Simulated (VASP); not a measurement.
# Ta (a cell with a defect) in VASP: notebook

Runs on Ta (a cell with a defect). Level: PBE+D3(BJ). Tasks: single point.

All numbers are computed with VASP 6.6.1; they aren't measurements. Logs are shortened: lines on timing, memory, paths and dates and some standing lists are left out, and cuts for length are marked.

### 1 The cell of the first run

The cell holds a defect, 11 atoms: a = 8.580 Å, b = 5.720 Å, c = 5.720 Å, α = 109.47°, β = 109.47°, γ = 109.47°.

### 2 Single point, PBE+D3(BJ)

File INCAR:

```
SYSTEM = Ta
PREC = Accurate
ENCUT = 400
EDIFF = 1E-6
ISMEAR = -1
SIGMA = 0.1
LREAL = .False.
LASPH = .True.
NELM = 120
ALGO = Normal
ISIF = 2
LWAVE = .False.
LCHARG = .False.
GGA = PE
IVDW = 12
NBANDS = 72
GGA_COMPAT = .False.
```

File KPOINTS:

```
regular mesh
0
Gamma
  2 3 3
  0 0 0
```

File POSCAR:

```
Ta
1.0
   -4.9538400000      4.9538400000      4.9538400000
    3.3025600000     -3.3025600000      3.3025600000
    3.3025600000      3.3025600000     -3.3025600000
Ta
11
Direct
    0.0000000000      0.0000000000      0.5000000000
    0.0000000000      0.5000000000      0.0000000000
    0.0000000000      0.5000000000      0.5000000000
    0.3142807123      0.0107948532      0.0107948532
    0.3353282141     -0.0120368785      0.5134301700
    0.3353282141      0.5134301700     -0.0120368785
    0.3188694601      0.4642376096      0.4642376096
    0.6857192877     -0.0107948532     -0.0107948532
    0.6646717859      0.0120368785      0.4865698300
    0.6646717859      0.4865698300      0.0120368785
    0.6811305399      0.5357623904      0.5357623904
```

Potentials or basis: VASP PAW PBE potentials, release 64 (Ta_pv).

The run is started by

```console
$ cat potpaw_PBE.64/Ta_pv/POTCAR > POTCAR
$ mpirun -np 1 vasp_std > vasp.out
```

OUTCAR:

```text
SYSTEM = Ta
   PREC = Accurate
   ENCUT = 400
   EDIFF = 1E-6
   ISMEAR = -1
   LREAL = .False.
   LASPH = .True.
   NELM = 120
   ISIF = 2
   GGA = PE
   IVDW = 12
 IVDW          = 12

 ion  position               nearest neighbor table
   1  0.000  0.000  0.500-   3 2.86   3 2.86   6 2.87  10 2.87   5 2.88   9 2.88   4 3.21   8 3.21
                            11 3.24   7 3.24   2 3.30   2 3.30
   2  0.000  0.500  0.000-   3 2.86   3 2.86   5 2.87   9 2.87   6 2.88  10 2.88   4 3.21   8 3.21
                            11 3.24   7 3.24   1 3.30   1 3.30
   3  0.000  0.500  0.500-   4 2.85   8 2.85   2 2.86   2 2.86   1 2.86   1 2.86  11 2.88   7 2.88
                             5 3.23   9 3.23   6 3.23  10 3.23
   4  0.314  0.011  0.011-   3 2.85   5 2.87   6 2.87   6 2.87   5 2.87   7 2.97  11 3.05   2 3.21
                             1 3.21   8 3.27   9 3.31  10 3.31
   5  0.335  0.988  0.513-   9 2.84  10 2.84   7 2.86   4 2.87   2 2.87   4 2.87   7 2.87   1 2.88
                             3 3.23   6 3.31   6 3.31   8 3.31  11 3.45
   6  0.335  0.513  0.988-  10 2.84   9 2.84   7 2.86   4 2.87   1 2.87   4 2.87   7 2.87   2 2.88
                             3 3.23   5 3.31   5 3.31   8 3.31  11 3.45
   7  0.319  0.464  0.464-  11 2.86   6 2.86   5 2.86   6 2.87   5 2.87   3 2.88   4 2.97   8 3.05
                             1 3.24   2 3.24  10 3.45   9 3.45
   8  0.686  0.989  0.989-   3 2.85   9 2.87  10 2.87   9 2.87  10 2.87  11 2.97   7 3.05   2 3.21
                             1 3.21   4 3.27   5 3.31   6 3.31
   9  0.665  0.012  0.487-   5 2.84   6 2.84  11 2.86   8 2.87   2 2.87   8 2.87  11 2.87   1 2.88
                             3 3.23  10 3.31  10 3.31   4 3.31   7 3.45
  10  0.665  0.487  0.012-   6 2.84   5 2.84  11 2.86   8 2.87   1 2.87   8 2.87  11 2.87   2 2.88
                             3 3.23   9 3.31   9 3.31   4 3.31   7 3.45
  11  0.681  0.536  0.536-   7 2.86  10 2.86   9 2.86   9 2.87  10 2.87   3 2.88   8 2.97   4 3.05
                             1 3.24   2 3.24   6 3.45   5 3.45

  LATTYP: Found a base centered monoclinic cell.
 ALAT       =     6.6051200000
 B/A-ratio  =     1.4142135624
 C/A-ratio  =     1.0897247359
 COS(beta)  =    -0.2294157339

  Lattice vectors:

 A1 = (  -3.3025600000,   3.3025600000,  -3.3025600000)
 A2 = (  -3.3025600000,  -3.3025600000,   3.3025600000)
 A3 = (   1.6512800000,   4.9538400000,   4.9538400000)

Analysis of symmetry for initial positions (statically):
=====================================================================
 Subroutine PRICEL returns:
 Original cell was already a primitive cell.

 Routine SETGRP: Setting up the symmetry group for a
 base centered monoclinic supercell.

 Subroutine GETGRP returns: Found  4 space group operations
 (whereof  4 operations were pure point group operations)
 out of a pool of  4 trial point group operations.

[... 150 lines left out ...]
   EFERMI_NEDOS =   21; number of points for ismear=-14 and -15
   IALGO  =     38    algorithm
   IMIX   =      4    mixing-type and parameters
     AMIX     =   0.40;   BMIX     =  1.00
     AMIX_MAG =   1.60;   BMIX_MAG =  1.00
  volume/ion in A,a.u.               =      19.65       132.59
  Fermi-wavevector in a.u.,A,eV,Ry     =   1.349280  2.549770 24.770183  1.820557
  Thomas-Fermi vector in A             =   2.476880
   LORBIT       =      0    0 simple, 1 ext, 2 COOP (PROOUT), +10 PAW based schemes
   GGA     = PE    functional components
   LHFCALC =     F    Hartree Fock is set to
   AEXX    =    0.0000 exact exchange contribution
   IVDW    =    12    specifies the selected vdW correction
   LEPSILON=     F    determine dielectric tensor
   LRPA    =     F    only Hartree local field effects (RPA)
 non-spin polarized calculation
  energy-cutoff  :      400.00
  volume of cell :      216.12
 maximum number of plane-waves:      3972
 NGX is ok and might be reduce to    56
   NGX = 27   NGY = 19   NGZ = 19

 number of electron     121.0000022 magnetization

 Free energy of the ion-electron system (eV)
  ---------------------------------------------------
  ext. energy  EPLUGINS =         0.00000000
  ---------------------------------------------------
  free energy    TOTEN  =      -126.74921344 eV

  energy without entropy =     -126.21706178  energy(sigma->0) =     -126.48313761

 E-fermi :   4.9023     XC(G=0): -12.0971

 val. band max:        4.8961498903   @ k =   0.0000   0.0000   0.0000
 cond. band min:       4.9053313296   @ k =   0.0000  -0.3333   0.3333
 fundamental gap:      0.0091814392
 Fermi energy:         4.9023099500

 k-point     1 :       0.0000    0.0000    0.0000
  band No.  band energies     occupation
      1     -29.5442      2.00000
      2     -29.5414      2.00000
      3     -29.5397      2.00000
      4     -29.4888      2.00000
      5     -29.4147      2.00000
      6     -29.3966      2.00000
[... 589 lines left out ...]
     71       6.5286      0.00000
     72       6.7194      0.00000

------------------------ aborting loop because EDIFF is reached ----------------------------------------

 Edisp (eV)   -6.66489

 E8    (eV) :    -3.4886

  FORCE on cell =-STRESS in cart. coord.  units (eV):
  Direction    XX          YY          ZZ          XY          YZ          ZX
  --------------------------------------------------------------------------------------
  -------------------------------------------------------------------------------------
  Total      -9.21612   -10.57859   -10.57859     0.03386     0.21644     0.03386
  in kB     -68.32120   -78.42143   -78.42143     0.25101     1.60450     0.25101
  external pressure =      -75.05 kB  Pullay stress =        0.00 kB

 VOLUME and BASIS-vectors are now :
 -----------------------------------------------------------------------------
  energy-cutoff  :      400.00
  volume of cell :      216.12
      direct lattice vectors                 reciprocal lattice vectors
    -4.953840000  4.953840000  4.953840000     0.000000000  0.100931802  0.100931802
     3.302560000 -3.302560000  3.302560000     0.151397704  0.000000000  0.151397704
     3.302560000  3.302560000 -3.302560000     0.151397704  0.151397704  0.000000000

 POSITION                                       TOTAL-FORCE (eV/Angst)
 -----------------------------------------------------------------------------------
      1.65128      1.65128     -1.65128         0.000000     -0.000000      0.000000
      1.65128     -1.65128      1.65128        -0.000000     -0.000000     -0.000000
      3.30256      0.00000      0.00000         0.000000     -0.000000      0.000000
     -1.48560      1.55690      1.55690        -0.038416     -0.044330     -0.044330
      3.29728      0.09399      3.22834        -0.007008     -0.015270     -0.013842
      3.29728      3.22834      0.09399        -0.007008     -0.013842     -0.015270
      1.48672      1.57963      1.57963         0.035601     -0.007835     -0.007835
      3.13688      3.39694      3.39694         0.038416      0.044330      0.044330
     -1.64600      4.85985      1.72550         0.007008      0.015270      0.013842
     -1.64600      1.72550      4.85985         0.007008      0.013842      0.015270
      0.16456      3.37421      3.37421        -0.035601      0.007835      0.007835
 -----------------------------------------------------------------------------------
    total drift:                               -0.000000     -0.000000      0.000000

  FREE ENERGIE OF THE ION-ELECTRON SYSTEM (eV)
  ---------------------------------------------------
  free  energy   TOTEN  =      -133.4141037798 eV

  energy  without entropy=     -132.8819521178  energy(sigma->0) =     -133.14802795
```

OSZICAR:

```text
N       E                     dE             d eps       ncg     rms          rms(c)
DAV:   1     0.115043193463E+04    0.11504E+04   -0.58920E+04  1184   0.144E+03
DAV:   2    -0.717505489629E+02   -0.12222E+04   -0.11958E+04  1272   0.466E+02
DAV:   3    -0.130723820924E+03   -0.58973E+02   -0.56015E+02  1496   0.875E+01
DAV:   4    -0.132540733298E+03   -0.18169E+01   -0.17825E+01  1400   0.133E+01
DAV:   5    -0.132607611184E+03   -0.66878E-01   -0.66671E-01  1512   0.211E+00    0.411E+01
DAV:   6    -0.128155739816E+03    0.44519E+01   -0.10478E+01  1480   0.171E+01    0.204E+01
DAV:   7    -0.127471917873E+03    0.68382E+00   -0.11894E+01  1480   0.158E+01    0.540E+00
DAV:   8    -0.126782960888E+03    0.68896E+00   -0.47812E+00  1456   0.999E+00    0.147E+00
DAV:   9    -0.126754042881E+03    0.28918E-01   -0.44897E-01  1440   0.338E+00    0.966E-01
DAV:  10    -0.126751935464E+03    0.21074E-02   -0.81608E-02  1504   0.139E+00    0.505E-01
DAV:  11    -0.126750035616E+03    0.18998E-02   -0.20793E-02  1472   0.859E-01    0.266E-01
DAV:  12    -0.126749241810E+03    0.79381E-03   -0.43437E-03  1448   0.383E-01    0.975E-02
DAV:  13    -0.126749219159E+03    0.22652E-04   -0.64126E-04  1344   0.111E-01    0.536E-02
DAV:  14    -0.126749219681E+03   -0.52195E-06   -0.72320E-05  1536   0.473E-02    0.227E-02
DAV:  15    -0.126749216970E+03    0.27111E-05   -0.25322E-05  1480   0.297E-02    0.678E-03
DAV:  16    -0.126749213759E+03    0.32106E-05   -0.37352E-06  1032   0.112E-02    0.194E-03
DAV:  17    -0.126749213441E+03    0.31796E-06   -0.39276E-07   768   0.298E-03
   1 F= -.13341410E+03 E0= -.13314803E+03  d E =-.532152E+00
```

stdout:

```text
POSCAR found type information on POSCAR Ta
 POSCAR found :  1 types and      11 ions
 scaLAPACK will be used
 LDA part: xc-table for (Slater+PW92), standard interpolation
 -----------------------------------------------------------------------------
|                                                                             |
|           W    W    AA    RRRRR   N    N  II  N    N   GGGG   !!!           |
|           W    W   A  A   R    R  NN   N  II  NN   N  G    G  !!!           |
|           W    W  A    A  R    R  N N  N  II  N N  N  G       !!!           |
|           W WW W  AAAAAA  RRRRR   N  N N  II  N  N N  G  GGG   !            |
|           WW  WW  A    A  R   R   N   NN  II  N   NN  G    G                |
|           W    W  A    A  R    R  N    N  II  N    N   GGGG   !!!           |
|                                                                             |
|     Your reciprocal lattice and k-lattice belong to different lattice       |
|     classes:                                                                |
|                                                                             |
|        The reciprocal lattice is base-centered monoclinic,                  |
|        whereas your k-lattice is face-centered cubic.                       |
|                                                                             |
|     Results are often still useful ...                                      |
|                                                                             |
 -----------------------------------------------------------------------------

 POSCAR, INCAR and KPOINTS ok, starting setup
 FFT: planning ... GRIDC
 FFT: planning ... GRID_SOFT
 FFT: planning ... GRID
 WAVECAR not read
 entering main loop
```

Run time: 2.6 min. Hardware: 1 thread of Intel Xeon Platinum 8259CL at 2.50GHz (Skylake/Cascade Lake), shared host; peak memory 0.29 GiB.

Results:

| Quantity | Value |
| --- | --- |
| Free energy | -133.4141 eV |
| Pressure | -7.5 GPa |
| Largest force | 0.074 eV/Å |
| Band gap on the k mesh | zero (an odd number of electrons rules out a gap without spin polarisation) |
| Dispersion energy per atom | -0.606 eV |

Forces on the atoms (eV/Å):
```
Ta   0.000  0.000  0.000
Ta   0.000  0.000  0.000
Ta   0.000  0.000  0.000
Ta  -0.038 -0.044 -0.044
Ta  -0.007 -0.015 -0.014
Ta  -0.007 -0.014 -0.015
Ta   0.036 -0.008 -0.008
Ta   0.038  0.044  0.044
Ta   0.007  0.015  0.014
Ta   0.007  0.014  0.015
Ta  -0.036  0.008  0.008
```

Levels at points of the mesh, in eV from the Fermi level:
| k point | band 56 | band 57 | band 58 | band 59 | band 60 | band 61 | band 62 | band 63 |
| --- | --- | --- | --- | --- | --- | --- | --- | --- |
| (0.00, 0.00, 0.00) | -0.12 | -0.05 | -0.01 | 0.05 | 0.12 | 0.31 | 0.43 | 1.46 |
| (0.50, 0.00, 0.00) | -0.35 | -0.09 | 0.02 | 0.02 | 0.14 | 0.24 | 0.25 | 0.79 |

Caveat: the k points lie up to 0.45 Å⁻¹ apart, too coarse for converged energies and pressures of a metal; three body term missing; spin-orbit coupling is left out, which moves the levels of the heavy elements.

### 3 Single point, PBE+D3(BJ)

File INCAR:

```
  ALGO = Normal
  EDIFF = 1E-6
  ENCUT = 400
  GGA = PE
  GGA_COMPAT = F
  ISIF = 2
  ISMEAR = -1
  IVDW = 12
  LASPH = T
  LCHARG = F
  LREAL = F
  LWAVE = F
  NBANDS = 72
  NELM = 120
  PREC = Accurate
  SIGMA = 0.1
```

File KPOINTS:

```
k-points
0
Gamma
  2 3 3
```

File POSCAR:

```
Ta
1.0
   -4.9538400000      4.9538400000      4.9538400000
    3.3025600000     -3.3025600000      3.3025600000
    3.3025600000      3.3025600000     -3.3025600000
Ta
11
Direct
    0.0000000000      0.0000000000      0.5000000000
    0.0000000000      0.5000000000      0.0000000000
    0.0000000000      0.5000000000      0.5000000000
    0.3333333333      0.0000000000      0.0000000000
    0.3333333333      0.0000000000      0.5000000000
    0.3333333333      0.5000000000      0.0000000000
    0.3333333333      0.5000000000      0.5000000000
    0.6666666667      0.0000000000      0.0000000000
    0.6666666667      0.0000000000      0.5000000000
    0.6666666667      0.5000000000      0.0000000000
    0.6666666667      0.5000000000      0.5000000000
```

Potentials or basis: VASP PAW PBE potentials, release 64 (Ta_pv).

The run is started by

```console
$ cat potpaw_PBE.64/Ta_pv/POTCAR > POTCAR
$ mpirun -np 1 vasp_std > vasp.out
```

Run time: 2.8 min. Hardware: 1 thread of Intel Xeon Platinum 8259CL at 2.50GHz (Skylake/Cascade Lake), shared host; peak memory 0.29 GiB.

Results (log left out):

* Free energy: -133.1554 eV
* Pressure: -6.8 GPa
* Largest force: 0.528 eV/Å
* Band gap on the k mesh: zero (an odd number of electrons rules out a gap without spin polarisation)
* Dispersion energy per atom: -0.606 eV

Forces in eV/Å, atoms in the order of the input:
```
Ta   0.000  0.000  0.000
Ta   0.000  0.000  0.000
Ta   0.000  0.000  0.000
Ta   0.106 -0.365 -0.365
Ta   0.000  0.475 -0.164
Ta   0.000 -0.164  0.475
Ta  -0.120 -0.166 -0.166
Ta  -0.106  0.365  0.365
Ta   0.000 -0.475  0.164
Ta   0.000  0.164 -0.475
Ta   0.120  0.166  0.166
```

Stress tensor (GPa, compression positive):
```
-6.95 -0.09 -0.09
-0.09 -6.72 -0.13
-0.09 -0.13 -6.72
```

Levels at points of the mesh, in eV from the Fermi level:
| k point | band 58 | band 59 | band 60 | band 61 | band 62 | band 63 |
| --- | --- | --- | --- | --- | --- | --- |
| (0.00, 0.00, 0.00) | 0.01 | 0.06 | 0.15 | 0.25 | 0.46 | 1.24 |
| (0.50, 0.00, 0.00) | 0.01 | 0.03 | 0.17 | 0.30 | 0.33 | 0.57 |

Caveat: the k points lie up to 0.45 Å⁻¹ apart, too coarse for converged energies and pressures of a metal; three body term missing; spin-orbit coupling is left out, which moves the levels of the heavy elements.
